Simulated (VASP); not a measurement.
# Rh in VASP: a series of runs

The runs below take Rh through single point, with LDA.

Everything below comes from runs of VASP 6.6.1. Logs are shortened: lines on timing, memory, paths and dates and some standing lists are left out, and cuts for length are marked.

## Step 1: The cell of the first run

The cell holds a slab with vacuum, 6 atoms: a = 2.654 Å, b = 2.654 Å, c = 25.836 Å, α = 90.00°, β = 90.00°, γ = 120.00°.

## Step 2: Single point, LDA

Input file INCAR:

```
SYSTEM = Rh
PREC = Accurate
ENCUT = 520
EDIFF = 1E-6
ISMEAR = 0
SIGMA = 0.1
LREAL = .FALSE.
LASPH = .TRUE.
NELM = 60
ALGO = Fast
ISIF = 2
LWAVE = .FALSE.
LCHARG = .TRUE.
LDIPOL = .TRUE.
IDIPOL = 3
DIPOL = 0.5 0.5 0.500
LELF = .TRUE.
LVHAR = .TRUE.
LVACPOTAV = .TRUE.
NBANDS = 54
```

Input file KPOINTS:

```
regular mesh
0
G
  15 15 1
  0 0 0
```

Input file POSCAR:

```
Rh
1.0
    2.6542598518      0.0000000000      0.0000000000
   -1.3271299259      2.2986564599      0.0000000000
    0.0000000000      0.0000000000     25.8359704695
Rh
6
Direct
    0.6666666667      0.3333333333      0.2902929468
    0.3333333333      0.6666666667      0.3741757681
    0.0000000000      0.0000000000      0.4580585894
    0.6666666667      0.3333333333      0.5419414106
    0.3333333333      0.6666666667      0.6258242319
    0.0000000000      0.0000000000      0.7097070532
```

Potentials or basis: VASP PAW LDA potentials, release 64 (Rh_pv).

Command:

```sh
$ cat potpaw_LDA.64/Rh_pv/POTCAR > POTCAR
$ mpirun -np 1 vasp_std > vasp.out
```

OUTCAR:

```text
SYSTEM = Rh
   PREC = Accurate
   ENCUT = 520
   EDIFF = 1E-6
   ISMEAR = 0
   LREAL = .FALSE.
   LASPH = .TRUE.
   NELM = 60
   ISIF = 2

 ion  position               nearest neighbor table
   1  0.667  0.333  0.290-   2 2.65   2 2.65   2 2.65
   2  0.333  0.667  0.374-   1 2.65   3 2.65   1 2.65   3 2.65   3 2.65   1 2.65
   3  0.000  0.000  0.458-   4 2.65   4 2.65   4 2.65   2 2.65   2 2.65   2 2.65
   4  0.667  0.333  0.542-   3 2.65   3 2.65   3 2.65   5 2.65   5 2.65   5 2.65
   5  0.333  0.667  0.626-   4 2.65   4 2.65   6 2.65   6 2.65   6 2.65   4 2.65
   6  0.000  0.000  0.710-   5 2.65   5 2.65   5 2.65

  LATTYP: Found a hexagonal cell.
 ALAT       =     2.6542598518
 C/A-ratio  =     9.7337758592

  Lattice vectors:

 A1 = (   2.6542598518,   0.0000000000,   0.0000000000)
 A2 = (  -1.3271299259,   2.2986564599,   0.0000000000)
 A3 = (   0.0000000000,   0.0000000000,  25.8359704695)

Analysis of symmetry for initial positions (statically):
=====================================================================
 Subroutine PRICEL returns:
 Original cell was already a primitive cell.

 Routine SETGRP: Setting up the symmetry group for a
 hexagonal supercell.

 Subroutine GETGRP returns: Found 12 space group operations
 (whereof  6 operations were pure point group operations)
 out of a pool of 24 trial point group operations.

The static configuration has the point symmetry C_3v.
 The point group associated with its full space group is D_3d.

Analysis of symmetry for dynamics (positions and initial velocities):
=====================================================================
 Subroutine PRICEL returns:
 Original cell was already a primitive cell.

 Routine SETGRP: Setting up the symmetry group for a
 hexagonal supercell.

 Subroutine GETGRP returns: Found 12 space group operations
 (whereof  6 operations were pure point group operations)
 out of a pool of 24 trial point group operations.

The dynamic configuration has the point symmetry C_3v.
 The point group associated with its full space group is D_3d.

 Subroutine INISYM returns: Found 12 space group operations
 (whereof  6 operations are pure point group operations),
 and found     1 'primitive' translations

----------------------------------------------------------------------------------------

[... 101 lines left out ...]
   LREAL  =      F    real-space projection
   EDIFFG = 0.1E-04   stopping-criterion for IOM
   NSW    =      0    number of steps for IOM
   IBRION =     -1    ionic relax: 0-MD 1-quasi-New 2-CG
   NFREE  =      0    steps in history (QN), initial steepest desc. (CG)
   ISIF   =      2    stress and relaxation
   ISYM   =      2    0-nonsym 1-usesym 2-fastsym
   POTIM  = 0.5000    time-step for ionic-motion
   TEBEG  =    0.0;   TEEND  =   0.0 temperature during run
   PSTRESS=    0.0 pullay stress
   NELECT =      90.0000    total number of electrons
   NUPDOWN=      -1.0000    fix difference up-down
   EMIN   =  10.00;   EMAX   =-10.00  energy-range for DOS
   EFERMI =   0.00;   METHOD = LEGACY
   ISMEAR =     0;   SIGMA  =   0.10  broadening in eV -4-tet -1-fermi 0-gaus
   EFERMI_NEDOS =   21; number of points for ismear=-14 and -15
   IALGO  =     68    algorithm
   IMIX   =      4    mixing-type and parameters
     AMIX     =   0.40;   BMIX     =  1.00
     AMIX_MAG =   1.60;   BMIX_MAG =  1.00
  volume/ion in A,a.u.               =      26.27       177.29
  Fermi-wavevector in a.u.,A,eV,Ry     =   1.358131  2.566495 25.096205  1.844519
  Thomas-Fermi vector in A             =   2.484990
   LORBIT       =      0    0 simple, 1 ext, 2 COOP (PROOUT), +10 PAW based schemes
   GGA     = CA    functional components
   LHFCALC =     F    Hartree Fock is set to
   AEXX    =    0.0000 exact exchange contribution
   IVDW    =     0    specifies the selected vdW correction
   LEPSILON=     F    determine dielectric tensor
   LRPA    =     F    only Hartree local field effects (RPA)
 non-spin polarized calculation
 RMM-DIIS sequential band-by-band and
 Gauss-broadening in eV      SIGMA  =   0.10
  energy-cutoff  :      520.00
  volume of cell :      157.63
 maximum number of plane-waves:      4311
 NGX is ok and might be reduce to    20
   NGX =  9   NGY =  9   NGZ = 97

 dipolmoment           0.000000      0.000000     -0.000000 electrons x Angstroem

 number of electron      90.0000002 magnetization

 dipolmoment           0.000000      0.000000      0.000002 electrons x Angstroem

 Free energy of the ion-electron system (eV)
  ---------------------------------------------------
  ext. energy  EPLUGINS =         0.00000000
  ---------------------------------------------------
  free energy    TOTEN  =       -50.14184045 eV

  energy without entropy =      -50.10099208  energy(sigma->0) =      -50.12141627

 E-fermi :   3.5182     XC(G=0):  -8.1377

 val. band max:        3.5017395144   @ k =   0.4000   0.1333   0.0000
 cond. band min:       3.5228997817   @ k =   0.4667   0.0000   0.0000
 fundamental gap:      0.0211602673
 Fermi energy:         3.5181777519

 k-point     1 :       0.0000    0.0000    0.0000
  band No.  band energies     occupation
      1     -43.5262      2.00000
      2     -43.3513      2.00000
      3     -43.1016      2.00000
      4     -42.8550      2.00000
      5     -42.8440      2.00000
      6     -42.8440      2.00000
[... 1357 lines left out ...]
     53       9.9795      0.00000
     54      10.2775      0.00000

 [... further k-points ...]
[... 5 lines left out ...]
  --------------------------------------------------------------------------------------
  -------------------------------------------------------------------------------------
  Total       -2.9855198     -2.9855198     -1.6213677      0.0000000      0.0000000     -0.0000000
  in kB      -30.3450779    -30.3450779    -16.4797196      0.0000000      0.0000000     -0.0000000
  external PRESSURE =     -25.7232918 kB  Pullay stress =       0.0000000 kB

 VOLUME and BASIS-vectors are now :
 -----------------------------------------------------------------------------
  energy-cutoff  :      520.00
  volume of cell :      157.63
      direct lattice vectors                 reciprocal lattice vectors
     2.654259852  0.000000000  0.000000000     0.376752864  0.217518367  0.000000000
    -1.327129926  2.298656460  0.000000000     0.000000000  0.435036734  0.000000000
     0.000000000  0.000000000 25.835970470     0.000000000  0.000000000  0.038705726

 POSITION                                       TOTAL-FORCE (eV/Angst)
 -----------------------------------------------------------------------------------
      1.32713      0.76622      7.50000        -0.000000      0.000000      0.338876
     -0.00000      1.53244      9.66719        -0.000000      0.000000     -0.242530
      0.00000      0.00000     11.83439        -0.000000      0.000000     -0.235391
      1.32713      0.76622     14.00158         0.000000      0.000000      0.235391
     -0.00000      1.53244     16.16878         0.000000     -0.000000      0.242530
      0.00000      0.00000     18.33597         0.000000     -0.000000     -0.338876
 -----------------------------------------------------------------------------------
    total drift:                               -0.000000     -0.000000      0.000332

  FREE ENERGIE OF THE ION-ELECTRON SYSTEM (eV)
  ---------------------------------------------------
  free  energy   TOTEN  =       -50.1418404546 eV

  energy  without entropy=      -50.1009920806  energy(sigma->0) =      -50.12141627

 vacuum level on the upper side and lower side of the slab         9.064         9.064
```

stdout:

```text
POSCAR found type information on POSCAR Rh
 POSCAR found :  1 types and       6 ions
 scaLAPACK will be used
 LDA part: xc-table for (Slater(with rela. corr.)+CA(PZ))
 , standard interpolation
 POSCAR, INCAR and KPOINTS ok, starting setup
 FFT: planning ... GRIDC
 FFT: planning ... GRID_SOFT
 FFT: planning ... GRID
 WAVECAR not read
 entering main loop
 -----------------------------------------------------------------------------
|                                                                             |
|           W    W    AA    RRRRR   N    N  II  N    N   GGGG   !!!           |
|           W    W   A  A   R    R  NN   N  II  NN   N  G    G  !!!           |
|           W    W  A    A  R    R  N N  N  II  N N  N  G       !!!           |
|           W WW W  AAAAAA  RRRRR   N  N N  II  N  N N  G  GGG   !            |
|           WW  WW  A    A  R   R   N   NN  II  N   NN  G    G                |
|           W    W  A    A  R    R  N    N  II  N    N   GGGG   !!!           |
|                                                                             |
|     Did not find any points to average over, which means that no vacuum     |
|     field-free region was found. Please increase the size of  your cell     |
|     in the dimension of the dipole correction to obtain accurate            |
|     workfunction values.                                                    |
|                                                                             |
 -----------------------------------------------------------------------------
```

Wall time 3 min (1 thread of Intel Xeon 6975P-C (Granite Rapids), shared host); peak memory 0.29 GiB.

What came out:

| Property | Result |
| --- | --- |
| Free energy | -50.1418 eV |
| Largest force | 0.339 eV/Å |
| Band gap on the k mesh | zero (band 45 reaches 4.26 eV, above the bottom of band 46 at 2.47 eV) |

Forces in eV/Å, atoms in the order of the input:
```
Rh   0.000  0.000  0.339
Rh   0.000  0.000 -0.243
Rh   0.000  0.000 -0.235
Rh   0.000  0.000  0.235
Rh   0.000  0.000  0.243
Rh   0.000  0.000 -0.339
```

## Step 3: Single point, LDA

Input file INCAR:

```
PREC = Accurate ; ENCUT = 520
EDIFF = 1E-6 ; ISMEAR = 0
SIGMA = 0.1 ; LREAL = F
LASPH = T ; NELM = 60
ALGO = Fast ; ISIF = 2
LWAVE = F ; LCHARG = F
LDIPOL = T ; IDIPOL = 3
DIPOL = 0.5 0.5 0.500 ; GGA = CA
NBANDS = 54
```

Input file KPOINTS:

```
Automatic mesh
0
Gamma
  15 15 1
```

Input file POSCAR:

```
Rh
1.0
    2.6542598518      0.0000000000      0.0000000000
   -1.3271299259      2.2986564599      0.0000000000
    0.0000000000      0.0000000000     25.8359704695
Rh
6
Direct
    0.6666666667      0.3333333333      0.2921448526
    0.3333333333      0.6666666667      0.3743461327
    0.0000000000      0.0000000000      0.4577298533
    0.6666666667      0.3333333333      0.5422701466
    0.3333333333      0.6666666667      0.6256538672
    0.0000000000      0.0000000000      0.7078551476
```

Potentials or basis: VASP PAW LDA potentials, release 64 (Rh_pv).

Command:

```sh
$ cat potpaw_LDA.64/Rh_pv/POTCAR > POTCAR
$ mpirun -np 1 vasp_std > vasp.out
```

Run time: 3 min. Hardware: 1 thread of Intel Xeon 6975P-C (Granite Rapids), shared host; peak memory 0.29 GiB.

Results (log left out):

| Property | Result |
| --- | --- |
| Free energy | -50.1572 eV |
| Largest force | 0.046 eV/Å |
| Band gap on the k mesh | zero (band 45 reaches 4.26 eV, above the bottom of band 46 at 2.45 eV) |

Forces on the atoms (eV/Å):
```
Rh   0.000  0.000 -0.046
Rh   0.000  0.000  0.010
Rh   0.000  0.000  0.007
Rh   0.000  0.000 -0.007
Rh   0.000  0.000 -0.010
Rh   0.000  0.000  0.046
```

Levels at points of the mesh, in eV from the Fermi level:
```tsv
k point	band 42	band 43	band 44	band 45	band 46	band 47
(0.00, 0.00, 0.00)	-1.10	-1.10	-1.09	-1.09	-0.83	-0.83
```
